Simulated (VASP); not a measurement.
# Mo (Im-3m) in VASP: notebook, part 2 of 3

VASP 6.6.1. The steps go on from the part before.

## 3. Relaxation of cell and atoms, PBEsol

INCAR reads:

```
PREC     = Accurate       # precision mode
ENCUT    = 600            # plane-wave cutoff, eV
EDIFF    = 1E-6           # SCF threshold, eV
ISMEAR   = 0              # smearing method
SIGMA    = 0.1            # smearing width, eV
LREAL    = False          # projectors in reciprocal space
LASPH    = True           # aspherical terms in the spheres
NELM     = 60             # most SCF steps
ALGO     = Normal         # electronic algorithm
ISIF     = 3              # what is computed and relaxed
LWAVE    = False          # write WAVECAR
LCHARG   = False          # write CHGCAR
GGA      = PS             # functional
IBRION   = 2              # ionic algorithm
NSW      = 100            # ionic steps
EDIFFG   = -0.002         # ionic threshold
```

KPOINTS reads:

```
Automatic mesh
0
Gamma
  16 16 16
```

POSCAR reads:

```
Mo
1.0
   -1.5659380055      1.5659380055      1.5659380055
    1.5659380055     -1.5659380055      1.5659380055
    1.5659380055      1.5659380055     -1.5659380055
Mo
1
Direct
    0.0000000000      0.0000000000      0.0000000000
```

Potentials or basis: VASP PAW PBE potentials, release 64 (Mo_sv).

The run is started by

```sh
$ cat potpaw_PBE.64/Mo_sv/POTCAR > POTCAR
$ mpirun -np 1 vasp_std > vasp.out
```

OUTCAR:

```text
PREC = Accurate
   ENCUT = 600
   EDIFF = 1E-6
   ISMEAR = 0
   LREAL = False
   LASPH = True
   NELM = 60
   ISIF = 3
   GGA = PS
   IBRION = 2
   NSW = 100
   EDIFFG = -0.002

 ion  position               nearest neighbor table
   1  0.000  0.000  0.000-

  LATTYP: Found a body centered cubic cell.
 ALAT       =     3.1318760110

  Lattice vectors:

 A1 = (  -1.5659380055,   1.5659380055,   1.5659380055)
 A2 = (   1.5659380055,  -1.5659380055,   1.5659380055)
 A3 = (   1.5659380055,   1.5659380055,  -1.5659380055)

Analysis of symmetry for initial positions (statically):
=====================================================================
 Subroutine PRICEL returns:
 Original cell was already a primitive cell.

 Routine SETGRP: Setting up the symmetry group for a
 body centered cubic supercell.

 Subroutine GETGRP returns: Found 48 space group operations
 (whereof 48 operations were pure point group operations)
 out of a pool of 48 trial point group operations.

The static configuration has the point symmetry O_h .

Analysis of symmetry for dynamics (positions and initial velocities):
=====================================================================
 Subroutine PRICEL returns:
 Original cell was already a primitive cell.

 Routine SETGRP: Setting up the symmetry group for a
 body centered cubic supercell.

 Subroutine GETGRP returns: Found 48 space group operations
 (whereof 48 operations were pure point group operations)
 out of a pool of 48 trial point group operations.

The dynamic configuration has the point symmetry O_h .

 Subroutine INISYM returns: Found 48 space group operations
 (whereof 48 operations are pure point group operations),
 and found     1 'primitive' translations

----------------------------------------------------------------------------------------

                                     Primitive cell

  volume of cell :      15.3597

  direct lattice vectors                    reciprocal lattice vectors
    -1.565938006  1.565938006  1.565938006     0.000000000  0.319297442  0.319297442
     1.565938006 -1.565938006  1.565938006     0.319297442  0.000000000  0.319297442
     1.565938006  1.565938006 -1.565938006     0.319297442  0.319297442  0.000000000

  length of vectors
     2.712284187  2.712284187  2.712284187     0.451554773  0.451554773  0.451554773

  position of ions in fractional coordinates (direct lattice)
     0.000000000  0.000000000  0.000000000

  ion indices of the primitive-cell ions
   primitive index   ion index
                 1           1

----------------------------------------------------------------------------------------

 KPOINTS: Automatic mesh

Automatic generation of k-mesh.
 Grid dimensions read from file:
 generate k-points for:   16   16   16

 Generating k-lattice:

  Cartesian coordinates                     Fractional coordinates (reciprocal lattice)
     0.000000000  0.019956090  0.019956090     0.062500000  0.000000000  0.000000000
     0.019956090  0.000000000  0.019956090     0.000000000  0.062500000  0.000000000
     0.019956090  0.019956090  0.000000000     0.000000000  0.000000000  0.062500000

  Length of vectors
     0.028222173  0.028222173  0.028222173

  Shift w.r.t. Gamma in fractional coordinates (k-lattice)
[... 45 lines left out ...]
   ICHARG =      2    charge: 1-file 2-atom 10-const
   ISPIN  =      1    spin polarized calculation?
   LNONCOLLINEAR =      F non collinear calculations
   LSORBIT =      F    spin-orbit coupling
   LASPH  =      T    aspherical Exc in radial PAW
   ENCUT  =  600.0 eV  44.10 Ry    6.64 a.u.   5.42  5.42  5.42*2*pi/ulx,y,z
   NELM   =     60;   NELMIN=  2; NELMDL= -5     # of ELM steps
   EDIFF  = 0.1E-05   stopping-criterion for ELM
   LREAL  =      F    real-space projection
   EDIFFG = -.2E-02   stopping-criterion for IOM
   NSW    =    100    number of steps for IOM
   IBRION =      2    ionic relax: 0-MD 1-quasi-New 2-CG
   NFREE  =      1    steps in history (QN), initial steepest desc. (CG)
   ISIF   =      3    stress and relaxation
   ISYM   =      2    0-nonsym 1-usesym 2-fastsym
   POTIM  = 0.5000    time-step for ionic-motion
   TEBEG  =    0.0;   TEEND  =   0.0 temperature during run
   PSTRESS=    0.0 pullay stress
   NELECT =      14.0000    total number of electrons
   NUPDOWN=      -1.0000    fix difference up-down
   EMIN   =  10.00;   EMAX   =-10.00  energy-range for DOS
   EFERMI =   0.00;   METHOD = LEGACY
   ISMEAR =     0;   SIGMA  =   0.10  broadening in eV -4-tet -1-fermi 0-gaus
   EFERMI_NEDOS =   21; number of points for ismear=-14 and -15
   IALGO  =     38    algorithm
   IMIX   =      4    mixing-type and parameters
     AMIX     =   0.40;   BMIX     =  1.00
     AMIX_MAG =   1.60;   BMIX_MAG =  1.00
  volume/ion in A,a.u.               =      15.36       103.65
  Fermi-wavevector in a.u.,A,eV,Ry     =   1.587290  2.999543 34.279736  2.519490
  Thomas-Fermi vector in A             =   2.686470
   LORBIT       =      0    0 simple, 1 ext, 2 COOP (PROOUT), +10 PAW based schemes
   GGA     = PS    functional components
   LHFCALC =     F    Hartree Fock is set to
   AEXX    =    0.0000 exact exchange contribution
   IVDW    =     0    specifies the selected vdW correction
   LEPSILON=     F    determine dielectric tensor
   LRPA    =     F    only Hartree local field effects (RPA)
 conjugate gradient relaxation of ions
 non-spin polarized calculation
 Gauss-broadening in eV      SIGMA  =   0.10
  energy-cutoff  :      600.00
  volume of cell :       15.36
 maximum number of plane-waves:       533
 NGX is ok and might be reduce to    24
   NGX = 11   NGY = 11   NGZ = 11

--------------------------------------- Ionic step        1  -------------------------------------------

 number of electron      14.0000001 magnetization

 Free energy of the ion-electron system (eV)
  ---------------------------------------------------
  ext. energy  EPLUGINS =         0.00000000
  ---------------------------------------------------
  free energy    TOTEN  =       -11.78439136 eV

  energy without entropy =      -11.78234281  energy(sigma->0) =      -11.78336709

------------------------ aborting loop because EDIFF is reached ----------------------------------------

  FORCE on cell =-STRESS in cart. coord.  units (eV):
  Direction    XX          YY          ZZ          XY          YZ          ZX
  --------------------------------------------------------------------------------------
  -------------------------------------------------------------------------------------
  Total       -0.0310325     -0.0310325     -0.0310325     -0.0000000     -0.0000000      0.0000000
  in kB       -3.2370098     -3.2370098     -3.2370098     -0.0000000     -0.0000000      0.0000000
  external PRESSURE =      -3.2370098 kB  Pullay stress =       0.0000000 kB
[... 57 lines left out ...]
--------------------------------------- Ionic step        3  -------------------------------------------

 number of electron      14.0000001 magnetization

 Free energy of the ion-electron system (eV)
  ---------------------------------------------------
  ext. energy  EPLUGINS =         0.00000000
  ---------------------------------------------------
  free energy    TOTEN  =       -11.78440984 eV

  energy without entropy =      -11.78236194  energy(sigma->0) =      -11.78338589

 E-fermi :  12.7694     XC(G=0): -13.6333

 val. band max:       12.7571801232   @ k =  -0.1875   0.1875   0.0625
 cond. band min:      12.7863013769   @ k =   0.3750   0.0000   0.0000
 fundamental gap:      0.0291212538
 Fermi energy:        12.7693754306

 k-point     1 :       0.0000    0.0000    0.0000
  band No.  band energies     occupation
      1     -48.4210      2.00000
      2     -21.6645      2.00000
      3     -21.6645      2.00000
      4     -21.6645      2.00000
      5       5.4216      2.00000
      6      11.3694      2.00000
      7      11.3694      2.00000
      8      11.3694      2.00000
      9      14.4526      0.00000
     10      14.4526      0.00000
     11      27.6029      0.00000
[... 309 lines left out ...]
 k-point    24 :       0.2500    0.1875    0.0000
  band No.  band energies     occupation
      1     -48.1670      2.00000
      2     -22.8389      2.00000
      3     -22.1507      2.00000
      4     -21.7946      2.00000
      5       8.4940      2.00000
      6       9.7684      2.00000
      7      10.9317      2.00000
      8      13.8763      0.00000
      9      15.2513      0.00000
     10      17.5361      0.00000
     11      26.1534      0.00000

 [... further k-points ...]

------------------------ aborting loop because EDIFF is reached ----------------------------------------

  FORCE on cell =-STRESS in cart. coord.  units (eV):
  Direction    XX          YY          ZZ          XY          YZ          ZX
  --------------------------------------------------------------------------------------
  -------------------------------------------------------------------------------------
  Total        0.0005042      0.0005042      0.0005042     -0.0000000     -0.0000000      0.0000000
  in kB        0.0526533      0.0526533      0.0526533     -0.0000000     -0.0000000      0.0000000
  external PRESSURE =       0.0526533 kB  Pullay stress =       0.0000000 kB
[... 16 lines left out ...]
  FREE ENERGIE OF THE ION-ELECTRON SYSTEM (eV)
  ---------------------------------------------------
  free  energy   TOTEN  =       -11.7844098387 eV

  energy  without entropy=      -11.7823619442  energy(sigma->0) =      -11.78338589

 reached required accuracy - stopping structural energy minimisation
```

Run time: 61 s. Hardware: 1 thread of Intel Xeon Platinum 8259CL at 2.50GHz (Skylake/Cascade Lake), shared host; peak memory 0.16 GiB.

What came out:

```
Free energy                            : -11.7844 eV
Relaxed volume                         : 15.34 Å³/atom
Relaxed cell                           : a = 2.711 Å, b = 2.711 Å, c = 2.711 Å, α = 109.47°, β = 109.47°, γ = 109.47°
Space group after relaxing (to 0.05 Å) : Im-3m (No. 229)
Energy gained by relaxing              : 0.0 meV/atom
Ionic steps                            : 3
Pressure after relaxing                : 0.0 GPa
Band gap on the k mesh                 : zero (band 7 reaches 16.89 eV, above the bottom of band 8 at 11.37 eV)
```

Final structure:
```xyz
1
Lattice="-1.5653 1.5653 1.5653 1.5653 -1.5653 1.5653 1.5653 1.5653 -1.5653" Properties=species:S:1:pos:R:3 pbc="T T T"
Mo    0.0000    0.0000    0.0000
```

Caveat: the PAW data sets were made with another functional, which shifts forces and pressure a little.

## 4. Relaxation of cell and atoms, PBEsol

INCAR reads:

```
ALGO = Normal ; EDIFF = 1E-6
EDIFFG = -0.001 ; ENCUT = 600
GGA = PS ; IBRION = 2
ISIF = 3 ; ISMEAR = -1
LASPH = True ; LCHARG = False
LREAL = False ; LWAVE = False
NELM = 100 ; NSW = 80
PREC = Accurate ; SIGMA = 0.15
```

KPOINTS reads:

```
k-points
0
Gamma
  16 16 16
```

POSCAR reads:

```
Mo
1.0
   -1.5645539194      1.5645539194      1.5645539194
    1.5645539194     -1.5645539194      1.5645539194
    1.5645539194      1.5645539194     -1.5645539194
Mo
1
Direct
    0.0000000000      0.0000000000      0.0000000000
```

Potentials or basis: VASP PAW PBE potentials, release 64 (Mo_sv).

The run is started by

```sh
$ cat potpaw_PBE.64/Mo_sv/POTCAR > POTCAR
$ mpirun -np 1 vasp_std > vasp.out
```

OUTCAR:

```text
EDIFF = 1E-6
   EDIFFG = -0.001
   ENCUT = 600
   GGA = PS
   IBRION = 2
   ISIF = 3
   ISMEAR = -1
   LASPH = True
   LREAL = False
   NELM = 100
   NSW = 80
   PREC = Accurate

 ion  position               nearest neighbor table
   1  0.000  0.000  0.000-

  LATTYP: Found a body centered cubic cell.
 ALAT       =     3.1291078388

  Lattice vectors:

 A1 = (  -1.5645539194,   1.5645539194,   1.5645539194)
 A2 = (   1.5645539194,  -1.5645539194,   1.5645539194)
 A3 = (   1.5645539194,   1.5645539194,  -1.5645539194)

Analysis of symmetry for initial positions (statically):
=====================================================================
 Subroutine PRICEL returns:
 Original cell was already a primitive cell.

 Routine SETGRP: Setting up the symmetry group for a
 body centered cubic supercell.

 Subroutine GETGRP returns: Found 48 space group operations
 (whereof 48 operations were pure point group operations)
 out of a pool of 48 trial point group operations.

The static configuration has the point symmetry O_h .

Analysis of symmetry for dynamics (positions and initial velocities):
=====================================================================
 Subroutine PRICEL returns:
 Original cell was already a primitive cell.

 Routine SETGRP: Setting up the symmetry group for a
 body centered cubic supercell.

 Subroutine GETGRP returns: Found 48 space group operations
 (whereof 48 operations were pure point group operations)
 out of a pool of 48 trial point group operations.

The dynamic configuration has the point symmetry O_h .

 Subroutine INISYM returns: Found 48 space group operations
 (whereof 48 operations are pure point group operations),
 and found     1 'primitive' translations

[... 126 lines left out ...]
  volume of cell :       15.32
 maximum number of plane-waves:       533
 NGX is ok and might be reduce to    24
   NGX = 11   NGY = 11   NGZ = 11

--------------------------------------- Ionic step        1  -------------------------------------------

 number of electron      14.0000000 magnetization

 Free energy of the ion-electron system (eV)
  ---------------------------------------------------
  ext. energy  EPLUGINS =         0.00000000
  ---------------------------------------------------
  free energy    TOTEN  =       -11.80418922 eV

  energy without entropy =      -11.75870399  energy(sigma->0) =      -11.78144661

------------------------ aborting loop because EDIFF is reached ----------------------------------------

  FORCE on cell =-STRESS in cart. coord.  units (eV):
  Direction    XX          YY          ZZ          XY          YZ          ZX
  --------------------------------------------------------------------------------------
  -------------------------------------------------------------------------------------
  Total        0.0583866      0.0583866      0.0583866     -0.0000000     -0.0000000      0.0000000
  in kB        6.1064936      6.1064936      6.1064936     -0.0000000     -0.0000000      0.0000000
  external PRESSURE =       6.1064936 kB  Pullay stress =       0.0000000 kB
[... 57 lines left out ...]
--------------------------------------- Ionic step        3  -------------------------------------------

 number of electron      14.0000001 magnetization

 Free energy of the ion-electron system (eV)
  ---------------------------------------------------
  ext. energy  EPLUGINS =         0.00000000
  ---------------------------------------------------
  free energy    TOTEN  =       -11.80425142 eV

  energy without entropy =      -11.75867741  energy(sigma->0) =      -11.78146441

 E-fermi :  12.7372     XC(G=0): -13.6298

 val. band max:       12.7032411171   @ k =  -0.1875   0.1875   0.1875
 cond. band min:      12.7461433382   @ k =  -0.1875   0.1875   0.0625
 fundamental gap:      0.0429022211
 Fermi energy:        12.7371826179

 k-point     1 :       0.0000    0.0000    0.0000
  band No.  band energies     occupation
      1     -48.4310      2.00000
      2     -21.6762      2.00000
      3     -21.6762      2.00000
      4     -21.6762      2.00000
      5       5.4133      2.00000
      6      11.3595      1.99979
      7      11.3595      1.99979
      8      11.3595      1.99979
      9      14.4416      0.00002
     10      14.4416      0.00002
     11      27.5915      0.00000
[... 309 lines left out ...]
 k-point    24 :       0.2500    0.1875    0.0000
  band No.  band energies     occupation
      1     -48.1777      2.00000
      2     -22.8483      2.00000
      3     -22.1615      2.00000
      4     -21.8060      2.00000
      5       8.4859      2.00000
      6       9.7602      2.00000
      7      10.9216      1.99999
      8      13.8652      0.00108
      9      15.2389      0.00000
     10      17.5211      0.00000
     11      26.1367      0.00000

 [... further k-points ...]

------------------------ aborting loop because EDIFF is reached ----------------------------------------

  FORCE on cell =-STRESS in cart. coord.  units (eV):
  Direction    XX          YY          ZZ          XY          YZ          ZX
  --------------------------------------------------------------------------------------
  -------------------------------------------------------------------------------------
  Total        0.0005127      0.0005127      0.0005127     -0.0000000     -0.0000000      0.0000000
  in kB        0.0535029      0.0535029      0.0535029     -0.0000000     -0.0000000      0.0000000
  external PRESSURE =       0.0535029 kB  Pullay stress =       0.0000000 kB
[... 16 lines left out ...]
  FREE ENERGIE OF THE ION-ELECTRON SYSTEM (eV)
  ---------------------------------------------------
  free  energy   TOTEN  =       -11.8042514157 eV

  energy  without entropy=      -11.7586774129  energy(sigma->0) =      -11.78146441

 reached required accuracy - stopping structural energy minimisation
```

Wall time 59 s (1 thread of Intel Xeon Platinum 8259CL at 2.50GHz (Skylake/Cascade Lake), shared host); peak memory 0.16 GiB.

Results:

```
Free energy                            : -11.8043 eV
Relaxed volume                         : 15.35 Å³/atom
Relaxed cell                           : a = 2.712 Å, b = 2.712 Å, c = 2.712 Å, α = 109.47°, β = 109.47°, γ = 109.47°
Space group after relaxing (to 0.05 Å) : Im-3m (No. 229)
Energy gained by relaxing              : 0.1 meV/atom
Ionic steps                            : 3
Pressure after relaxing                : 0.0 GPa
Band gap on the k mesh                 : zero (band 7 reaches 16.88 eV, above the bottom of band 8 at 11.36 eV)
```

Final structure:
```
Mo
1.0
    -1.56567    1.56567    1.56567
     1.56567   -1.56567    1.56567
     1.56567    1.56567   -1.56567
Mo
1
Direct
  0.00000 0.00000 0.00000
```

Caveat: the PAW data sets were made with another functional, which shifts forces and pressure a little.

(Part 2 of 3 ends here.)
